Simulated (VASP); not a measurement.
# W in VASP: notebook, part 3 of 3

VASP 6.6.1. Earlier steps stand in the parts before.

**5. Single point, PBEsol**

Contents of INCAR:

```
SYSTEM = W
  PREC = Accurate
  ENCUT = 520
  EDIFF = 1E-6
  ISMEAR = -1
  SIGMA = 0.1
  LREAL = .FALSE.
  LASPH = .TRUE.
  NELM = 100
  ALGO = Normal
  ISIF = 2
  LWAVE = .FALSE.
  LCHARG = .FALSE.
  LDIPOL = .TRUE.
  IDIPOL = 3
  DIPOL = 0.5 0.5 0.500
  GGA = PS
  NBANDS = 43
```

Contents of KPOINTS:

```
Automatic mesh
0
G
  14 14 1
  0 0 0
```

Contents of POSCAR:

```
W
1.0
    2.7313605553      0.0000000000      0.0000000000
   -0.9104535184      2.5751514274      0.0000000000
    0.0000000000      0.0000000000     24.9206000000
W
5
Direct
    0.0000000000      0.0000000000      0.3239899838
    0.5000000000      0.5000000000      0.4102844123
    0.0000000000      0.0000000000      0.4999999999
    0.5000000000      0.5000000000      0.5897155871
    0.0000000000      0.0000000000      0.6760100168
```

Potentials or basis: VASP PAW PBE potentials, release 64 (W_sv).

Launch:

```bash
$ cat potpaw_PBE.64/W_sv/POTCAR > POTCAR
$ mpirun -np 1 vasp_std > vasp.out
```

OUTCAR:

```text
SYSTEM = W
   PREC = Accurate
   ENCUT = 520
   EDIFF = 1E-6
   ISMEAR = -1
   LREAL = .FALSE.
   LASPH = .TRUE.
   NELM = 100
   ISIF = 2
   GGA = PS

 ion  position               nearest neighbor table
   1  0.000  0.000  0.324-   2 2.67   2 2.67   2 3.10   2 3.10
   2  0.500  0.500  0.410-   1 2.67   1 2.67   3 2.74   3 2.74   1 3.10   1 3.10   3 3.16   3 3.16

   3  0.000  0.000  0.500-   4 2.74   4 2.74   2 2.74   2 2.74   4 3.16   4 3.16   2 3.16   2 3.16

   4  0.500  0.500  0.590-   5 2.67   5 2.67   3 2.74   3 2.74   5 3.10   5 3.10   3 3.16   3 3.16

   5  0.000  0.000  0.676-   4 2.67   4 2.67   4 3.10   4 3.10

  LATTYP: Found a base centered orthorhombic cell.
 ALAT       =     3.1539035038
 B/A-ratio  =     1.4142135623
 C/A-ratio  =     7.9015099765

  Lattice vectors:

 A1 = (   2.7313605553,   0.0000000000,   0.0000000000)
 A2 = (  -0.9104535184,   2.5751514274,   0.0000000000)
 A3 = (   0.0000000000,   0.0000000000,  24.9206000000)

Analysis of symmetry for initial positions (statically):
=====================================================================
 Subroutine PRICEL returns:
 Original cell was already a primitive cell.

 Routine SETGRP: Setting up the symmetry group for a
 base centered orthorhombic supercell.

 Subroutine GETGRP returns: Found  8 space group operations
 (whereof  8 operations were pure point group operations)
 out of a pool of  8 trial point group operations.

The static configuration has the point symmetry D_2h.

Analysis of symmetry for dynamics (positions and initial velocities):
=====================================================================
 Subroutine PRICEL returns:
 Original cell was already a primitive cell.

 Routine SETGRP: Setting up the symmetry group for a
 base centered orthorhombic supercell.

 Subroutine GETGRP returns: Found  8 space group operations
 (whereof  8 operations were pure point group operations)
 out of a pool of  8 trial point group operations.

The dynamic configuration has the point symmetry D_2h.

 Subroutine INISYM returns: Found  8 space group operations
 (whereof  8 operations are pure point group operations),
 and found     1 'primitive' translations

----------------------------------------------------------------------------------------

                                     Primitive cell

  volume of cell :     175.2832

  direct lattice vectors                    reciprocal lattice vectors
     2.731360555  0.000000000  0.000000000     0.366117903  0.129442226  0.000000000
    -0.910453518  2.575151427  0.000000000     0.000000000  0.388326678  0.000000000
     0.000000000  0.000000000 24.920600000     0.000000000  0.000000000  0.040127445

  length of vectors
     2.731360555  2.731360555 24.920600000     0.388326678  0.388326678  0.040127445

  position of ions in fractional coordinates (direct lattice)
     0.000000000  0.000000000  0.323989984
     0.500000000  0.500000000  0.410284412
     0.000000000  0.000000000  0.500000000
     0.500000000  0.500000000  0.589715587
     0.000000000  0.000000000  0.676010017

  ion indices of the primitive-cell ions
   primitive index   ion index
                 1           1
[... 36 lines left out ...]
  0.214286  0.000000  0.000000      4.000000
  0.285714  0.000000  0.000000      4.000000
  0.357143  0.000000  0.000000      4.000000
[... 16 lines left out ...]
  0.214286  0.142857  0.000000      4.000000
  0.285714  0.142857  0.000000      4.000000
 [... further k-points ...]
   k-points           NKPTS =     57   k-points in BZ     NKDIM =     57   number of bands    NBANDS=     43
   number of dos      NEDOS =    301   number of ions     NIONS =      5
   total plane-waves  NPLWV =  76800
   dimension x,y,z NGX =    20 NGY =   20 NGZ =  192
   dimension x,y,z NGXF=    40 NGYF=   40 NGZF=  384
   ions per type =               5
   NGX,Y,Z   is equivalent  to a cutoff of  12.17, 12.17, 12.81 a.u.
   NGXF,Y,Z  is equivalent  to a cutoff of  24.35, 24.35, 25.62 a.u.
 SYSTEM =  W
   PREC   = accura    normal or accurate (medium, high low for compatibility)
   ISTART =      0    job   : 0-new  1-cont  2-samecut
   ICHARG =      2    charge: 1-file 2-atom 10-const
   ISPIN  =      1    spin polarized calculation?
   LNONCOLLINEAR =      F non collinear calculations
   LSORBIT =      F    spin-orbit coupling
   LASPH  =      T    aspherical Exc in radial PAW
   ENCUT  =  520.0 eV  38.22 Ry    6.18 a.u.   5.08  5.08 46.34*2*pi/ulx,y,z
   NELM   =    100;   NELMIN=  2; NELMDL= -5     # of ELM steps
   EDIFF  = 0.1E-05   stopping-criterion for ELM
   LREAL  =      F    real-space projection
   EDIFFG = 0.1E-04   stopping-criterion for IOM
   NSW    =      0    number of steps for IOM
   IBRION =     -1    ionic relax: 0-MD 1-quasi-New 2-CG
   NFREE  =      0    steps in history (QN), initial steepest desc. (CG)
   ISIF   =      2    stress and relaxation
   ISYM   =      2    0-nonsym 1-usesym 2-fastsym
   POTIM  = 0.5000    time-step for ionic-motion
   TEBEG  =    0.0;   TEEND  =   0.0 temperature during run
   PSTRESS=    0.0 pullay stress
   NELECT =      70.0000    total number of electrons
   NUPDOWN=      -1.0000    fix difference up-down
   EMIN   =  10.00;   EMAX   =-10.00  energy-range for DOS
   EFERMI =   0.00;   METHOD = LEGACY
   ISMEAR =    -1;   SIGMA  =   0.10  broadening in eV -4-tet -1-fermi 0-gaus
   EFERMI_NEDOS =   21; number of points for ismear=-14 and -15
   IALGO  =     38    algorithm
   IMIX   =      4    mixing-type and parameters
     AMIX     =   0.40;   BMIX     =  1.00
     AMIX_MAG =   1.60;   BMIX_MAG =  1.00
  volume/ion in A,a.u.               =      35.06       236.57
  Fermi-wavevector in a.u.,A,eV,Ry     =   1.205575  2.278206 19.774844  1.453410
  Thomas-Fermi vector in A             =   2.341267
   LORBIT       =      0    0 simple, 1 ext, 2 COOP (PROOUT), +10 PAW based schemes
   GGA     = PS    functional components
   LHFCALC =     F    Hartree Fock is set to
   AEXX    =    0.0000 exact exchange contribution
   IVDW    =     0    specifies the selected vdW correction
   LEPSILON=     F    determine dielectric tensor
   LRPA    =     F    only Hartree local field effects (RPA)
 non-spin polarized calculation
  energy-cutoff  :      520.00
  volume of cell :      175.28
 maximum number of plane-waves:      4774
   NGX = 11   NGY = 11   NGZ = 93

 dipolmoment           0.000000      0.000000     -0.000000 electrons x Angstroem

 number of electron      70.0000016 magnetization

 dipolmoment           0.000000      0.000000      0.000000 electrons x Angstroem

 Free energy of the ion-electron system (eV)
  ---------------------------------------------------
  ext. energy  EPLUGINS =         0.00000000
  ---------------------------------------------------
  free energy    TOTEN  =       -65.92375920 eV

  energy without entropy =      -65.81144615  energy(sigma->0) =      -65.86760267

 E-fermi :   2.4932     XC(G=0):  -7.0098

 val. band max:        2.4743382067   @ k =   0.4286   0.4286   0.0000
 cond. band min:       2.5117115722   @ k =   0.3571   0.3571   0.0000
 fundamental gap:      0.0373733656
 Fermi energy:         2.4931837650

 k-point     1 :       0.0000    0.0000    0.0000
  band No.  band energies     occupation
      1     -71.6677      2.00000
      2     -71.6360      2.00000
      3     -71.5655      2.00000
      4     -71.4393      2.00000
      5     -71.4382      2.00000
      6     -36.4864      2.00000
[... 1093 lines left out ...]
     42       5.4714      0.00000
     43       5.5238      0.00000

 [... further k-points ...]

------------------------ aborting loop because EDIFF is reached ----------------------------------------

 vacuum level on the upper side and lower side of the slab       (xc-potential included)        -0.199        -0.199

  FORCE on cell =-STRESS in cart. coord.  units (eV):
  Direction    XX          YY          ZZ          XY          YZ          ZX
  --------------------------------------------------------------------------------------
  -------------------------------------------------------------------------------------
  Total       -3.1531474     -3.5502756      0.2879474     -0.5616240      0.0000000      0.0000000
  in kB      -28.8213658    -32.4513184      2.6319855     -5.1335282      0.0000000      0.0000000
  external PRESSURE =     -19.5468996 kB  Pullay stress =       0.0000000 kB

 VOLUME and BASIS-vectors are now :
 -----------------------------------------------------------------------------
  energy-cutoff  :      520.00
  volume of cell :      175.28
      direct lattice vectors                 reciprocal lattice vectors
     2.731360555  0.000000000  0.000000000     0.366117903  0.129442226  0.000000000
    -0.910453518  2.575151427  0.000000000     0.000000000  0.388326678  0.000000000
     0.000000000  0.000000000 24.920600000     0.000000000  0.000000000  0.040127445

 POSITION                                       TOTAL-FORCE (eV/Angst)
 -----------------------------------------------------------------------------------
      0.00000      0.00000      8.07402         0.000000      0.000000     -0.041784
      0.91045      1.28758     10.22453         0.000000      0.000000      0.004958
      0.00000      0.00000     12.46030        -0.000000      0.000000      0.000000
      0.91045      1.28758     14.69607         0.000000      0.000000     -0.004958
      0.00000      0.00000     16.84658        -0.000000      0.000000      0.041784
 -----------------------------------------------------------------------------------
    total drift:                               -0.000000      0.000000      0.000007

  FREE ENERGIE OF THE ION-ELECTRON SYSTEM (eV)
  ---------------------------------------------------
  free  energy   TOTEN  =       -65.9237591992 eV

  energy  without entropy=      -65.8114461472  energy(sigma->0) =      -65.86760267

 vacuum level on the upper side and lower side of the slab         7.204         7.204
```

OSZICAR:

```text
N       E                     dE             d eps       ncg     rms          rms(c)
DAV:   1     0.892973941731E+03    0.89297E+03   -0.44661E+04  5742   0.165E+03
DAV:   2    -0.304325526954E+02   -0.92341E+03   -0.90759E+03  5545   0.526E+02
DAV:   3    -0.684030842204E+02   -0.37971E+02   -0.36915E+02  6000   0.109E+02
[... 18 lines left out ...]
DAV:  22    -0.659237411388E+02   -0.10409E-04   -0.21571E-06  4530   0.108E-02    0.258E-03
DAV:  23    -0.659237502876E+02   -0.91488E-05   -0.12231E-06  3575   0.853E-03    0.221E-03
DAV:  24    -0.659237542523E+02   -0.39646E-05   -0.21482E-07  2994   0.232E-03    0.155E-03
DAV:  25    -0.659237583811E+02   -0.41288E-05   -0.33158E-07  3177   0.261E-03    0.834E-04
DAV:  26    -0.659237591992E+02   -0.81812E-06   -0.50226E-08  2847   0.118E-03
   1 F= -.65923759E+02 E0= -.65867603E+02  d E =-.112313E+00
```

stdout:

```text
POSCAR found type information on POSCAR W
 POSCAR found :  1 types and       5 ions
 scaLAPACK will be used
 -----------------------------------------------------------------------------
|                                                                             |
|                                                                             |
|     You enforced a specific xc type in the INCAR file but a different       |
|     I HOPE YOU KNOW WHAT YOU ARE DOING!                                     |
|                                                                             |
 -----------------------------------------------------------------------------

 LDA part: xc-table for (Slater+PW92), standard interpolation
 POSCAR, INCAR and KPOINTS ok, starting setup
 FFT: planning ... GRIDC
 FFT: planning ... GRID_SOFT
 FFT: planning ... GRID
 WAVECAR not read
 entering main loop
```

It took 18 min on 1 thread of Intel Xeon 8259CL, shared host; peak memory 0.45 GiB.

Results:

```
Free energy            : -65.9238 eV
Largest force          : 0.042 eV/Å
Band gap on the k mesh : zero (band 35 reaches 3.71 eV, above the bottom of band 36 at 1.76 eV)
```

Forces in eV/Å, atoms in the order of the input:
```
W    0.000  0.000 -0.042
W    0.000  0.000  0.005
W    0.000  0.000  0.000
W    0.000  0.000 -0.005
W    0.000  0.000  0.042
```

Levels at points of the mesh, in eV from the Fermi level:
```tsv
k point	band 32	band 33	band 34	band 35	band 36	band 37	band 38	band 39
(0.00, 0.00, 0.00)	-1.35	-1.26	-1.21	-1.01	-0.07	-0.03	0.73	1.62
(0.50, 0.00, 0.00)	-1.16	-0.70	0.54	1.22	1.82	1.83	1.96	2.20
(0.50, 0.50, 0.00)	-0.35	0.39	0.81	0.95	1.85	1.90	2.00	2.09
```

Caveat: the PAW data sets were made with another functional, which shifts forces and pressure a little; spin-orbit coupling is left out, which moves the levels of the heavy elements.
